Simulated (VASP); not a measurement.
# SiC (P6_3mc) in VASP: a series of runs, part 2 of 2

VASP 6.6.1. Earlier steps stand in the parts before.

## 4. Single point, PBE

This run uses another cell than the first one, of 10.70 Å³/atom, 1.014 times its volume.

INCAR reads:

```
SYSTEM = SiC
PREC     = Accurate       ! precision mode
ENCUT    = 520            ! plane-wave cutoff, eV
EDIFF    = 1E-6           ! SCF threshold, eV
ISMEAR   = 0              ! smearing method
SIGMA    = 0.05           ! smearing width, eV
LREAL    = .False.        ! projectors in reciprocal space
LASPH    = .True.         ! aspherical terms in the spheres
NELM     = 60             ! most SCF steps
ALGO     = Normal         ! electronic algorithm
ISIF     = 2              ! what is computed and relaxed
LWAVE    = .False.        ! write WAVECAR
LCHARG   = .False.        ! write CHGCAR
GGA      = PE             ! functional
NBANDS   = 26             ! bands
```

KPOINTS reads:

```
Automatic mesh
0
Gamma
  12 12 4
  0 0 0
```

POSCAR reads:

```
SiC
1.0
    3.1663000000      0.0000000000      0.0000000000
   -1.5831500000      2.7420962360      0.0000000000
    0.0000000000      0.0000000000      9.8591000000
Si C
4 4
Direct
    0.6666666667      0.3333333333      0.9378436843
    0.3333333333      0.6666666667      0.4378436843
    0.0000000000      0.0000000000      0.6878989045
    0.0000000000      0.0000000000      0.1878989045
    0.6666666667      0.3333333333      0.7498087506
    0.3333333333      0.6666666667      0.2498087506
    0.0000000000      0.0000000000      0.5004476606
    0.0000000000      0.0000000000      0.0004476606
```

On the command line:

```sh
$ cat potpaw_PBE.64/Si/POTCAR potpaw_PBE.64/C/POTCAR > POTCAR
$ mpirun -np 1 vasp_std > vasp.out
```

Wall time 83 s (1 thread of Intel Xeon Platinum 8488C (Sapphire Rapids), shared host); peak memory 0.25 GiB.

Results (log left out):

```
Free energy            : -59.9946 eV
Pressure               : -3.3 GPa
Largest force          : 0.548 eV/Å
Band gap on the k mesh : 2.00 eV, indirect (least direct gap 3.10 eV)
```

Forces in eV/Å, atoms in the order of the input:
```
Si   0.000  0.000  0.488
Si   0.000  0.000  0.488
Si   0.000  0.000  0.548
Si   0.000  0.000  0.548
C    0.000  0.000 -0.546
C    0.000  0.000 -0.546
C    0.000  0.000 -0.490
C    0.000  0.000 -0.490
```

Stress tensor (GPa, compression positive):
```
-12.16   0.00   0.00
  0.00 -12.16   0.00
  0.00   0.00  14.38
```

Levels at points of the mesh, in eV from the valence-band top:
```
           k point  band 13  band 14  band 15  band 16  band 17  band 18  band 19  band 20
(0.00, 0.00, 0.00)    -0.85    -0.15    -0.15     0.00     3.98     4.65     5.40     5.70
(0.50, 0.00, 0.00)    -2.53    -2.05    -1.50    -1.11     2.00     2.23     3.86     4.69
(0.00, 0.00, 0.50)    -0.41    -0.41    -0.41    -0.41     4.22     4.22     5.82     5.82
(0.50, 0.00, 0.50)    -2.47    -2.47    -1.62    -1.62     2.35     2.35     4.15     4.15
```

## 5. Single point, PBE

This run uses another cell than the first one, of 11.34 Å³/atom, 1.075 times its volume.

INCAR reads:

```
SYSTEM = SiC
PREC = Accurate ; ENCUT = 520
EDIFF = 1E-7 ; ISMEAR = 0
SIGMA = 0.05 ; LREAL = .FALSE.
LASPH = .TRUE. ; NELM = 80
ALGO = Normal ; ISIF = 2
LWAVE = .FALSE. ; LCHARG = .FALSE.
GGA = PE ; NBANDS = 26
```

KPOINTS reads:

```
regular mesh
0
G
  12 12 4
  0 0 0
```

Changes to POSCAR since step 4:

```diff
@@ -2,5 +2,5 @@
 1.0
-    3.1663000000      0.0000000000      0.0000000000
-   -1.5831500000      2.7420962360      0.0000000000
-    0.0000000000      0.0000000000      9.8591000000
+    3.0940652517      0.0000000000      0.0000000000
+   -1.5470326258      2.6795391090      0.0000000000
+    0.0000000000      0.0000000000     10.9395000000
 Si C
```

On the command line:

```sh
$ cat potpaw_PBE.64/Si/POTCAR potpaw_PBE.64/C/POTCAR > POTCAR
$ mpirun -np 1 vasp_std > vasp.out
```

Wall time 61 s (1 thread of Intel Xeon 6975P-C (Granite Rapids), shared host); peak memory 0.24 GiB.

The run converged. Its results:

| Item | Value |
| --- | --- |
| Free energy | -59.4726 eV |
| Pressure | -12.5 GPa |
| Largest force | 0.164 eV/Å |
| Band gap on the k mesh | 1.81 eV, indirect (least direct gap 3.11 eV) |

Forces on the atoms (eV/Å):
```
Si   0.000  0.000 -0.073
Si   0.000  0.000 -0.073
Si   0.000  0.000 -0.164
Si   0.000  0.000 -0.164
C    0.000  0.000  0.140
C    0.000  0.000  0.140
C    0.000  0.000  0.096
C    0.000  0.000  0.096
```

Stress tensor (GPa, compression positive):
```
 -2.06   0.00   0.00
  0.00  -2.06   0.00
  0.00   0.00 -33.51
```

Levels at points of the mesh, in eV from the valence-band top:
| k point | band 12 | band 13 | band 14 | band 15 | band 16 | band 17 | band 18 | band 19 | band 20 | band 21 |
| --- | --- | --- | --- | --- | --- | --- | --- | --- | --- | --- |
| (0.00, 0.00, 0.00) | -0.47 | -0.42 | -0.42 | 0.00 | 0.00 | 3.85 | 5.32 | 5.72 | 6.19 | 6.89 |
| (0.50, 0.00, 0.00) | -2.49 | -2.18 | -2.17 | -1.78 | -1.30 | 1.81 | 2.30 | 3.91 | 4.11 | 4.75 |
| (0.00, 0.00, 0.50) | -0.74 | -0.14 | -0.14 | -0.14 | -0.14 | 5.31 | 5.31 | 5.55 | 5.55 | 6.65 |
| (0.50, 0.00, 0.50) | -2.65 | -2.53 | -2.53 | -1.59 | -1.59 | 2.53 | 2.53 | 3.78 | 3.78 | 5.00 |

A k mesh can miss the band edges. Expect the measured gap to be larger: semilocal functionals such as PBE lack the derivative discontinuity.

## 6. Single point, PBE

This run uses another cell than the first one, of 11.38 Å³/atom, 1.079 times its volume.

INCAR reads:

```
SYSTEM = SiC
ALGO = Normal
EDIFF = 1E-6
ENCUT = 520
GGA = PE
ISIF = 2
ISMEAR = 0
LASPH = .TRUE.
LCHARG = .TRUE.
LELF = .TRUE.
LREAL = .FALSE.
LVHAR = .TRUE.
LWAVE = .FALSE.
NBANDS = 26
NELM = 80
PREC = Accurate
SIGMA = 0.05
```

KPOINTS reads:

```
k-points
0
G
  12 12 4
  0 0 0
```

Changes to POSCAR since step 5:

```diff
@@ -2,5 +2,5 @@
 1.0
-    3.0940652517      0.0000000000      0.0000000000
-   -1.5470326258      2.6795391090      0.0000000000
-    0.0000000000      0.0000000000     10.9395000000
+    3.3106000000      0.0000000000      0.0000000000
+   -1.6553000000      2.8670637018      0.0000000000
+    0.0000000000      0.0000000000      9.5889000000
 Si C
```

Potentials or basis: VASP PAW PBE potentials, release 64 (Si, C).

On the command line:

```sh
$ cat potpaw_PBE.64/Si/POTCAR potpaw_PBE.64/C/POTCAR > POTCAR
$ mpirun -np 1 vasp_std > vasp.out
```

Wall time 76 s (1 thread of Intel Xeon 6975P-C (Granite Rapids), shared host); peak memory 0.27 GiB.

It converged, with:

| Item | Value |
| --- | --- |
| Free energy | -58.5973 eV |
| Pressure | -10.7 GPa |
| Largest force | 1.388 eV/Å |
| Band gap on the k mesh | 1.53 eV, indirect (least direct gap 2.45 eV) |

Forces in eV/Å, atoms in the order of the input:
```
Si   0.000  0.000  1.242
Si   0.000  0.000  1.242
Si   0.000  0.000  1.382
Si   0.000  0.000  1.382
C    0.000  0.000 -1.388
C    0.000  0.000 -1.388
C    0.000  0.000 -1.235
C    0.000  0.000 -1.235
```

Stress tensor (GPa, compression positive):
```
-30.08   0.00   0.00
  0.00 -30.08   0.00
  0.00   0.00  27.91
```

Levels at points of the mesh, in eV from the valence-band top:
| k point | band 14 | band 15 | band 16 | band 17 | band 18 | band 19 |
| --- | --- | --- | --- | --- | --- | --- |
| (0.00, 0.00, 0.00) | -0.20 | -0.20 | 0.00 | 2.53 | 3.36 | 4.28 |
| (0.50, 0.00, 0.00) | -1.68 | -1.29 | -0.92 | 1.53 | 2.21 | 3.48 |
| (0.00, 0.00, 0.50) | -0.53 | -0.53 | -0.53 | 2.83 | 2.83 | 4.63 |
| (0.50, 0.00, 0.50) | -2.32 | -1.54 | -1.54 | 1.96 | 1.96 | 4.15 |

Caveat: forces of over 1 eV/Å act on the atoms, so gaps and moduli don't describe the material at rest.

## 7. Overview

```csv
cell,gap on the mesh (eV),pressure (GPa),largest force (eV/Å)
"a = 3.022, b = 3.022, c = 10.669 Å, angles 90.0, 90.0, 120.0°, 8 atoms",1.81,0.7,0.44
"a = 3.239, b = 3.239, c = 9.319 Å, angles 90.0, 90.0, 120.0°, 8 atoms",1.46,3.2,2.17
"a = 3.166, b = 3.166, c = 9.859 Å, angles 90.0, 90.0, 120.0°, 8 atoms",2.00,-3.3,0.55
"a = 3.094, b = 3.094, c = 10.940 Å, angles 90.0, 90.0, 120.0°, 8 atoms",1.81,-12.5,0.16
"a = 3.311, b = 3.311, c = 9.589 Å, angles 90.0, 90.0, 120.0°, 8 atoms",1.53,-10.7,1.39
```

Alike in all rows: task single point; level PBE; potentials or basis VASP PAW PBE potentials, release 64 (Si, C); no spin polarisation; k mesh 12 × 12 × 4; cutoff (eV) 520; smearing gaussian 0.05 eV.

Caveats: forces of over 1 eV/Å act on the atoms, so gaps and moduli don't describe the material at rest (some runs).

Total energies depend on the potentials used, so only differences within one code and one set of settings carry meaning.
